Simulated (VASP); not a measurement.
Crystal: Hf7Cl.

```
CELL_PARAMETERS angstrom
3.20000 0.00000 0.00000
-1.60000 2.77128 0.00000
0.00000 0.00000 18.60000
ATOMIC_POSITIONS crystal
Hf 0.33333 0.66667 0.90000
Hf 0.33333 0.66667 0.10000
Hf 0.33333 0.66667 0.63300
Hf 0.00000 0.00000 0.50000
Hf 0.00000 0.00000 0.23400
Hf 0.33333 0.66667 0.36700
Hf 0.00000 0.00000 0.76600
Cl 0.00000 0.00000 0.00000
```

```yaml
Program: VASP 6.6.1
Task: relaxation of cell and atoms
Functional: PBE
Potentials_or_basis: VASP PAW PBE potentials, release 64 (Hf_pv, Cl)
Cutoff: 600 eV
k_mesh: 6 × 6 × 1
Occupations: gaussian, width 0.2 eV
Spin: no spin polarisation
```

At the start: pressure 4.0 GPa; volume 20.62 Å³/atom.

Where does the relaxation end?

Over 11 steps the energy falls by 33.5 meV/atom and the volume is 21.44 Å³/atom (+4.0 %); space group P-6m2 (No. 187, to 0.1 Å) before and after.

The path:
| step | energy change (eV) | largest force (eV/Å) | pressure (GPa) | volume (Å³) |
| --- | --- | --- | --- | --- |
| 1 | 0.0000 | 0.8284 | 4.00 | 164.95 |
| 2 | -0.1118 | 0.6492 | -3.85 | 177.47 |
| 3 | -0.1546 | 0.6899 | -1.38 | 172.97 |
| 4 | -0.2235 | 0.4202 | -0.29 | 171.35 |
| 5 | -0.2314 | 0.2930 | 0.24 | 170.62 |
| 6 | -0.2461 | 0.1916 | 0.04 | 171.14 |
| 7 | -0.2572 | 0.1545 | -0.28 | 172.11 |
| 8 | -0.2611 | 0.1381 | 0.40 | 171.03 |
| 9 | -0.2612 | 0.1348 | 0.49 | 170.88 |
| 10 | -0.2639 | 0.1053 | 0.38 | 171.03 |
| 11 | -0.2684 | 0.0400 | 0.09 | 171.49 |

Final structure:
```
Hf Cl
1.0
     3.20163    0.00000    0.00000
    -1.60082    2.77269    0.00000
     0.00000    0.00000   19.31837
Hf Cl
7 1
Direct
  0.33333 0.66667 0.89129
  0.33333 0.66667 0.10871
  0.33333 0.66667 0.63127
  0.00000 0.00000 0.50000
  0.00000 0.00000 0.23622
  0.33333 0.66667 0.36873
  0.00000 0.00000 0.76378
  0.00000 0.00000 0.00000
```

Caveat: the k points lie up to 0.38 Å⁻¹ apart in the final cell, too coarse for converged energies and pressures of a metal; the relaxation stopped at a loose force limit of 0.08 eV/Å, so its end isn't a converged minimum.
